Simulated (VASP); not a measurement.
# AlN (P6_3mc) in VASP: further runs

Runs on AlN. Level: PBE. Tasks: relaxation of cell and atoms.

All numbers are computed with VASP 6.6.1; they aren't measurements. Logs are shortened: lines on timing, memory, paths and dates and some standing lists are left out, and cuts for length are marked.

## Step 1: The cell of the first run

It takes space group P6_3mc (No. 186, hexagonal). Conventional cell: a = 3.116 Å, b = 3.116 Å, c = 4.990 Å, α = 90.00°, β = 90.00°, γ = 120.00°. Within 2.5 Å of Al (site symmetry 3m) lie 4 N at 1.89 to 1.91 Å. Within 2.5 Å of N (site symmetry 3m) lie 4 Al at 1.89 to 1.91 Å.

## Step 2: Relaxation of cell and atoms, PBE, target pressure 8 GPa, at which the enthalpy is minimised

INCAR

```
PREC = Accurate
ENCUT = 600
EDIFF = 1E-6
ISMEAR = 0
SIGMA = 0.01
LREAL = False
LASPH = True
NELM = 80
ALGO = Normal
ISIF = 3
LWAVE = False
LCHARG = False
GGA = PE
IBRION = 2
NSW = 80
EDIFFG = -0.001
PSTRESS = 80.0
```

KPOINTS

```
Automatic mesh
0
Gamma
  12 12 6
```

POSCAR

```
AlN
1.0
    3.1155234315      0.0000000000      0.0000000000
   -1.5577617158      2.6981224378      0.0000000000
    0.0000000000      0.0000000000      4.9896433217
Al N
2 2
Direct
    0.3333333333      0.6666666667      0.0015947237
    0.6666666667      0.3333333333      0.5015947237
    0.3333333333      0.6666666667      0.3834052763
    0.6666666667      0.3333333333      0.8834052763
```

Potentials or basis: VASP PAW PBE potentials, release 64 (Al, N).

Launch:

```console
$ cat potpaw_PBE.64/Al/POTCAR potpaw_PBE.64/N/POTCAR > POTCAR
$ mpirun -np 1 vasp_std > vasp.out
```

OUTCAR:

```text
PREC = Accurate
   ENCUT = 600
   EDIFF = 1E-6
   ISMEAR = 0
   LREAL = False
   LASPH = True
   NELM = 80
   ISIF = 3
   GGA = PE
   IBRION = 2
   NSW = 80
   EDIFFG = -0.001
   PSTRESS = 80.0

 ion  position               nearest neighbor table
   1  0.333  0.667  0.002-   4 1.89   4 1.89   4 1.89   3 1.91   2 3.08   2 3.08   2 3.08   2 3.08
                             2 3.08   2 3.08
   2  0.667  0.333  0.502-   3 1.89   3 1.89   3 1.89   4 1.91   1 3.08   1 3.08   1 3.08   1 3.08
                             1 3.08   1 3.08
   3  0.333  0.667  0.383-   2 1.89   2 1.89   2 1.89   1 1.91
   4  0.667  0.333  0.883-   1 1.89   1 1.89   1 1.89   2 1.91

  LATTYP: Found a hexagonal cell.
 ALAT       =     3.1155234315
 C/A-ratio  =     1.6015425438

  Lattice vectors:

 A1 = (   3.1155234315,   0.0000000000,   0.0000000000)
 A2 = (  -1.5577617158,   2.6981224378,   0.0000000000)
 A3 = (   0.0000000000,   0.0000000000,   4.9896433217)

Analysis of symmetry for initial positions (statically):
=====================================================================
 Subroutine PRICEL returns:
 Original cell was already a primitive cell.

 Routine SETGRP: Setting up the symmetry group for a
 hexagonal supercell.

 Subroutine GETGRP returns: Found 12 space group operations
 (whereof  6 operations were pure point group operations)
 out of a pool of 24 trial point group operations.

The static configuration has the point symmetry C_3v.
 The point group associated with its full space group is C_6v.

Analysis of symmetry for dynamics (positions and initial velocities):
=====================================================================
 Subroutine PRICEL returns:
 Original cell was already a primitive cell.

 Routine SETGRP: Setting up the symmetry group for a
 hexagonal supercell.

 Subroutine GETGRP returns: Found 12 space group operations
 (whereof  6 operations were pure point group operations)
 out of a pool of 24 trial point group operations.

The dynamic configuration has the point symmetry C_3v.
 The point group associated with its full space group is C_6v.

 Subroutine INISYM returns: Found 12 space group operations
 (whereof  6 operations are pure point group operations),
 and found     1 'primitive' translations

----------------------------------------------------------------------------------------

                                     Primitive cell

  volume of cell :      41.9433

  direct lattice vectors                    reciprocal lattice vectors
     3.115523432  0.000000000  0.000000000     0.320973352  0.185314051  0.000000000
    -1.557761716  2.698122438  0.000000000     0.000000000  0.370628103  0.000000000
     0.000000000  0.000000000  4.989643322     0.000000000  0.000000000  0.200415127

  length of vectors
     3.115523432  3.115523432  4.989643322     0.370628103  0.370628103  0.200415127

  position of ions in fractional coordinates (direct lattice)
     0.333333333  0.666666667  0.001594724
     0.666666667  0.333333333  0.501594724
     0.333333333  0.666666667  0.383405276
     0.666666667  0.333333333  0.883405276

  ion indices of the primitive-cell ions
   primitive index   ion index
                 1           1
                 2           2
                 3           3
                 4           4

----------------------------------------------------------------------------------------

 KPOINTS: Automatic mesh

Automatic generation of k-mesh.
 Grid dimensions read from file:
 generate k-points for:   12   12    6

 Generating k-lattice:

  Cartesian coordinates                     Fractional coordinates (reciprocal lattice)
     0.026747779  0.015442838  0.000000000     0.083333333  0.000000000  0.000000000
     0.000000000  0.030885675  0.000000000     0.000000000  0.083333333  0.000000000
     0.000000000  0.000000000  0.033402521     0.000000000  0.000000000  0.166666667

  Length of vectors
     0.030885675  0.030885675  0.033402521

  Shift w.r.t. Gamma in fractional coordinates (k-lattice)
     0.000000000  0.000000000  0.000000000

 Subroutine IBZKPT returns following result:
 ===========================================

 Found     76 irreducible k-points:

 Following reciprocal coordinates:
            Coordinates               Weight
  0.000000  0.000000  0.000000      1.000000
  0.083333  0.000000  0.000000      6.000000
  0.166667  0.000000  0.000000      6.000000
  0.250000  0.000000  0.000000      6.000000
  0.333333  0.000000  0.000000      6.000000
  0.416667 -0.000000  0.000000      6.000000
[... 16 lines left out ...]
  0.250000  0.000000  0.166667     12.000000
  0.333333  0.000000  0.166667     12.000000
 [... further k-points ...]
   k-points           NKPTS =     76   k-points in BZ     NKDIM =     76   number of bands    NBANDS=     12
   number of dos      NEDOS =    301   number of ions     NIONS =      4
   total plane-waves  NPLWV =  31360
   dimension x,y,z NGX =    28 NGY =   28 NGZ =   40
   dimension x,y,z NGXF=    56 NGYF=   56 NGZF=   80
   ions per type =               2   2
   NGX,Y,Z   is equivalent  to a cutoff of  14.94, 14.94, 13.33 a.u.
   NGXF,Y,Z  is equivalent  to a cutoff of  29.88, 29.88, 26.65 a.u.
 SYSTEM =  unknown system
   PREC   = accura    normal or accurate (medium, high low for compatibility)
   ISTART =      0    job   : 0-new  1-cont  2-samecut
   ICHARG =      2    charge: 1-file 2-atom 10-const
   ISPIN  =      1    spin polarized calculation?
   LNONCOLLINEAR =      F non collinear calculations
   LSORBIT =      F    spin-orbit coupling
   LASPH  =      T    aspherical Exc in radial PAW
   ENCUT  =  600.0 eV  44.10 Ry    6.64 a.u.   6.22  6.22  9.97*2*pi/ulx,y,z
   NELM   =     80;   NELMIN=  2; NELMDL= -5     # of ELM steps
   EDIFF  = 0.1E-05   stopping-criterion for ELM
   LREAL  =      F    real-space projection
   EDIFFG = -.1E-02   stopping-criterion for IOM
   NSW    =     80    number of steps for IOM
   IBRION =      2    ionic relax: 0-MD 1-quasi-New 2-CG
   NFREE  =      1    steps in history (QN), initial steepest desc. (CG)
   ISIF   =      3    stress and relaxation
   ISYM   =      2    0-nonsym 1-usesym 2-fastsym
   POTIM  = 0.5000    time-step for ionic-motion
   TEBEG  =    0.0;   TEEND  =   0.0 temperature during run
   PSTRESS=   80.0 pullay stress
   NELECT =      16.0000    total number of electrons
   NUPDOWN=      -1.0000    fix difference up-down
   EMIN   =  10.00;   EMAX   =-10.00  energy-range for DOS
   EFERMI =   0.00;   METHOD = LEGACY
   ISMEAR =     0;   SIGMA  =   0.01  broadening in eV -4-tet -1-fermi 0-gaus
   EFERMI_NEDOS =   21; number of points for ismear=-14 and -15
   IALGO  =     38    algorithm
   IMIX   =      4    mixing-type and parameters
     AMIX     =   0.40;   BMIX     =  1.00
     AMIX_MAG =   1.60;   BMIX_MAG =  1.00
  volume/ion in A,a.u.               =      10.49        70.76
  Fermi-wavevector in a.u.,A,eV,Ry     =   1.187301  2.243673 19.179905  1.409683
  Thomas-Fermi vector in A             =   2.323455
   LORBIT       =      0    0 simple, 1 ext, 2 COOP (PROOUT), +10 PAW based schemes
   GGA     = PE    functional components
   LHFCALC =     F    Hartree Fock is set to
   AEXX    =    0.0000 exact exchange contribution
   IVDW    =     0    specifies the selected vdW correction
   LEPSILON=     F    determine dielectric tensor
   LRPA    =     F    only Hartree local field effects (RPA)
 conjugate gradient relaxation of ions
 non-spin polarized calculation
 Gauss-broadening in eV      SIGMA  =   0.01
  energy-cutoff  :      600.00
  volume of cell :       41.94
 maximum number of plane-waves:      1418
 NGX is ok and might be reduce to    28
   NGX = 13   NGY = 13   NGZ = 19

--------------------------------------- Ionic step        1  -------------------------------------------

 number of electron      16.0000000 magnetization

 Free energy of the ion-electron system (eV)
  ---------------------------------------------------
  ext. energy  EPLUGINS =         0.00000000
  ---------------------------------------------------
  free energy    TOTEN  =       -29.77839557 eV

  energy without entropy =      -29.77839557  energy(sigma->0) =      -29.77839557

------------------------ aborting loop because EDIFF is reached ----------------------------------------

  FORCE on cell =-STRESS in cart. coord.  units (eV):
  Direction    XX          YY          ZZ          XY          YZ          ZX
  --------------------------------------------------------------------------------------
  -------------------------------------------------------------------------------------
  Total        0.6817064      0.6817064      0.6975189     -0.0000000     -0.0000000      0.0000000
  in kB       26.0402886     26.0402886     26.6443036     -0.0000000     -0.0000000      0.0000000
  external PRESSURE =     -53.7583730 kB  Pullay stress =      80.0000000 kB

 VOLUME and BASIS-vectors are now :
 -----------------------------------------------------------------------------
  energy-cutoff  :      600.00
  volume of cell :       41.94
      direct lattice vectors                 reciprocal lattice vectors
     3.115523432  0.000000000  0.000000000     0.320973352  0.185314051  0.000000000
    -1.557761716  2.698122438  0.000000000     0.000000000  0.370628103  0.000000000
     0.000000000  0.000000000  4.989643322     0.000000000  0.000000000  0.200415127
[... 250 lines left out ...]
  FREE ENERGIE OF THE ION-ELECTRON SYSTEM (eV)
  ---------------------------------------------------
  free  energy   TOTEN  =       -29.7442886272 eV

  energy  without entropy=      -29.7442886272  energy(sigma->0) =      -29.74428863

  enthalpy is  TOTEN    =       -27.7020330828 eV   P V=        2.0422555444

--------------------------------------- Ionic step        8  -------------------------------------------

 number of electron      16.0000000 magnetization

 Free energy of the ion-electron system (eV)
  ---------------------------------------------------
  ext. energy  EPLUGINS =         0.00000000
  ---------------------------------------------------
  free energy    TOTEN  =       -29.74416450 eV

  energy without entropy =      -29.74416450  energy(sigma->0) =      -29.74416450

 E-fermi :   6.4364     XC(G=0): -11.0027

 val. band max:        6.3724858798   @ k =   0.0000   0.0000   0.0000
 cond. band min:      10.7546957251   @ k =   0.0000   0.0000   0.0000
 fundamental gap:      4.3822098453
 Fermi energy:         6.4363849873

 k-point     1 :       0.0000    0.0000    0.0000
  band No.  band energies     occupation
      1      -8.9587      2.00000
      2      -6.7406      2.00000
      3       0.2752      2.00000
      4       5.4740      2.00000
      5       5.4740      2.00000
      6       6.1331      2.00000
      7       6.1331      2.00000
      8       6.3725      2.00000
      9      10.7547      0.00000
     10      13.1919      0.00000
     11      17.1579      0.00000
     12      17.6486      0.00000

 k-point     2 :       0.0833    0.0000    0.0000
  band No.  band energies     occupation
      1      -8.8680      2.00000
      2      -6.6892      2.00000
      3       0.3822      2.00000
      4       5.0581      2.00000
      5       5.3549      2.00000
      6       5.7239      2.00000
      7       6.1212      2.00000
      8       6.3335      2.00000
      9      11.1682      0.00000
     10      13.5602      0.00000
     11      16.7710      0.00000
     12      17.0258      0.00000
[... 316 lines left out ...]
 k-point    24 :       0.3333    0.0000    0.1667
  band No.  band energies     occupation
      1      -7.5998      2.00000
      2      -6.3242      2.00000
      3       1.3778      2.00000
      4       2.3710      2.00000
      5       2.9801      2.00000
      6       4.5529      2.00000
      7       5.5641      2.00000
      8       5.6901      2.00000
      9      12.3091      0.00000
     10      13.1022      0.00000
     11      15.0223      0.00000
     12      16.7041      0.00000

 [... further k-points ...]

------------------------ aborting loop because EDIFF is reached ----------------------------------------

  FORCE on cell =-STRESS in cart. coord.  units (eV):
  Direction    XX          YY          ZZ          XY          YZ          ZX
  --------------------------------------------------------------------------------------
  -------------------------------------------------------------------------------------
  Total        2.0437546      2.0437546      2.0397716     -0.0000000      0.0000000      0.0000000
  in kB       80.0635930     80.0635930     79.9075629     -0.0000000      0.0000000      0.0000000
  external PRESSURE =       0.0115829 kB  Pullay stress =      80.0000000 kB

 VOLUME and BASIS-vectors are now :
 -----------------------------------------------------------------------------
  energy-cutoff  :      600.00
  volume of cell :       40.90
      direct lattice vectors                 reciprocal lattice vectors
     3.091018715 -0.000000000  0.000000000     0.323517938  0.186783168 -0.000000000
    -1.545509357  2.676900731  0.000000000     0.000000000  0.373566337  0.000000000
     0.000000000 -0.000000000  4.942769327     0.000000000  0.000000000  0.202315733

 POSITION                                       TOTAL-FORCE (eV/Angst)
 -----------------------------------------------------------------------------------
     -0.00000      1.78460      0.00675         0.000000     -0.000000      0.000191
      1.54551      0.89230      2.47813         0.000000     -0.000000      0.000191
     -0.00000      1.78460      1.89622        -0.000000      0.000000     -0.000191
      1.54551      0.89230      4.36760        -0.000000      0.000000     -0.000191
 -----------------------------------------------------------------------------------
    total drift:                               -0.000000     -0.000000     -0.000765

  FREE ENERGIE OF THE ION-ELECTRON SYSTEM (eV)
  ---------------------------------------------------
  free  energy   TOTEN  =       -29.7441645001 eV

  energy  without entropy=      -29.7441645001  energy(sigma->0) =      -29.74416450

  enthalpy is  TOTEN    =       -27.7020332637 eV   P V=        2.0421312364

 reached required accuracy - stopping structural energy minimisation
```

It took 64 s on 1 thread of Intel Xeon 6975P-C (Granite Rapids), shared host; peak memory 0.2 GiB.

What came out:

| Quantity | Value |
| --- | --- |
| Free energy | -29.7442 eV |
| Relaxed volume | 10.22 Å³/atom |
| Relaxed cell | a = 3.091 Å, b = 3.091 Å, c = 4.943 Å, α = 90.00°, β = 90.00°, γ = 120.00° |
| Space group after relaxing (to 0.05 Å) | P6_3mc (No. 186) |
| Energy change on relaxing (the enthalpy is what falls) | +8.6 meV/atom |
| Ionic steps | 8 |
| Pressure after relaxing | 8.0 GPa |
| Band gap on the k mesh | 4.38 eV, direct |

Step by step:
```
step  energy change (eV)  largest force (eV/Å)  pressure (GPa)  volume (Å³)
   1              0.0000                0.0007            2.62        41.94
   2              0.1071                0.0187           14.22        39.84
   3              0.0338                0.0088            7.99        40.91
   4              0.0349                0.0090            8.10        40.89
   5              0.0332                0.0111            7.90        40.92
   6              0.0331                0.0110            7.90        40.92
   7              0.0341                0.0009            7.99        40.90
   8              0.0342                0.0002            8.00        40.90
```

Final structure:
```
Al N
1.0
     3.09102    0.00000    0.00000
    -1.54551    2.67690    0.00000
     0.00000    0.00000    4.94277
Al N
2 2
Cartesian
  0.0000 1.7846 0.0067
  1.5455 0.8923 2.4781
  0.0000 1.7846 1.8962
  1.5455 0.8923 4.3676
```

Caveat: the cell is relaxed towards a set pressure, so the enthalpy falls and the energy may rise. A k mesh can miss the band edges.

## Step 3: Relaxation of cell and atoms, PBE

This run uses another cell than the first one, of 10.65 Å³/atom, 1.015 times its volume.

INCAR

```
SYSTEM = AlN
PREC     = Accurate       ! precision mode
ENCUT    = 600            ! plane-wave cutoff, eV
EDIFF    = 1E-7           ! SCF threshold, eV
ISMEAR   = 0              ! smearing method
SIGMA    = 0.01           ! smearing width, eV
LREAL    = .False.        ! projectors in reciprocal space
LASPH    = .True.         ! aspherical terms in the spheres
NELM     = 100            ! most SCF steps
ALGO     = Normal         ! electronic algorithm
ISIF     = 3              ! what is computed and relaxed
LWAVE    = .False.        ! write WAVECAR
LCHARG   = .False.        ! write CHGCAR
GGA      = PE             ! functional
IBRION   = 2              ! ionic algorithm
NSW      = 80             ! ionic steps
EDIFFG   = -0.001         ! ionic threshold
```

KPOINTS

```
regular mesh
0
Gamma
  12 12 6
  0 0 0
```

POSCAR

```
AlN
1.0
    3.1302395629      0.0000000000      0.0000000000
   -1.5651197815      2.7108669814      0.0000000000
    0.0000000000      0.0000000000      5.0179796547
Al N
2 2
Direct
    0.3333333333      0.6666666667      0.0017287175
    0.6666666667      0.3333333333      0.5017287175
    0.3333333333      0.6666666667      0.3832712825
    0.6666666667      0.3333333333      0.8832712825
```

Potentials or basis: VASP PAW PBE potentials, release 64 (Al, N).

Launch:

```console
$ cat potpaw_PBE.64/Al/POTCAR potpaw_PBE.64/N/POTCAR > POTCAR
$ mpirun -np 1 vasp_std > vasp.out
```

Wall time 40 s (1 thread of Intel Xeon 6975P-C (Granite Rapids), shared host); peak memory 0.19 GiB.

The run converged. Its results:

```yaml
Free_energy: -29.7836 eV
Relaxed_volume: 10.62 Å³/atom
Relaxed_cell: a = 3.128 Å, b = 3.128 Å, c = 5.015 Å, α = 90.00°, β = 90.00°, γ = 120.00°
Space_group_after_relaxing_to_0.05_Å: P6_3mc (No. 186)
Energy_gained_by_relaxing: 0.0 meV/atom
Ionic_steps: 3
Pressure_after_relaxing: 0.0 GPa
Band_gap_on_the_k_mesh: 4.06 eV, direct
```

Step by step:
```
step  energy change (eV)  largest force (eV/Å)  pressure (GPa)  volume (Å³)
   1              0.0000                0.0007           -0.39        42.58
   2              0.0000                0.0007            0.33        42.42
   3             -0.0001                0.0007            0.01        42.49
```

Final structure:
```cif
data_structure
_symmetry_space_group_name_H-M 'P 1'
_symmetry_Int_Tables_number 1
_cell_length_a 3.1280
_cell_length_b 3.1280
_cell_length_c 5.0149
_cell_angle_alpha 90.000
_cell_angle_beta 90.000
_cell_angle_gamma 120.000
_cell_volume 42.49
loop_
_atom_site_label
_atom_site_type_symbol
_atom_site_fract_x
_atom_site_fract_y
_atom_site_fract_z
_atom_site_occupancy
Al1 Al 0.33333 0.66667 0.00173 1
Al2 Al 0.66667 0.33333 0.50173 1
N1 N 0.33333 0.66667 0.38327 1
N2 N 0.66667 0.33333 0.88327 1
```

Levels at points of the mesh, in eV from the valence-band top:
| k point | band 4 | band 5 | band 6 | band 7 | band 8 | band 9 | band 10 | band 11 | band 12 |
| --- | --- | --- | --- | --- | --- | --- | --- | --- | --- |
| (0.00, 0.00, 0.00) | -0.85 | -0.85 | -0.20 | -0.20 | 0.00 | 4.06 | 6.53 | 10.47 | 11.04 |
| (0.50, 0.00, 0.00) | -4.13 | -3.30 | -2.06 | -1.75 | -0.68 | 5.77 | 5.77 | 8.04 | 10.16 |
| (0.00, 0.00, 0.50) | -3.30 | -0.53 | -0.53 | -0.53 | -0.53 | 6.33 | 6.33 | 10.18 | 10.18 |
| (0.50, 0.00, 0.50) | -5.53 | -1.44 | -1.44 | -1.35 | -1.35 | 5.25 | 5.25 | 9.16 | 9.16 |

A k mesh can miss the band edges.
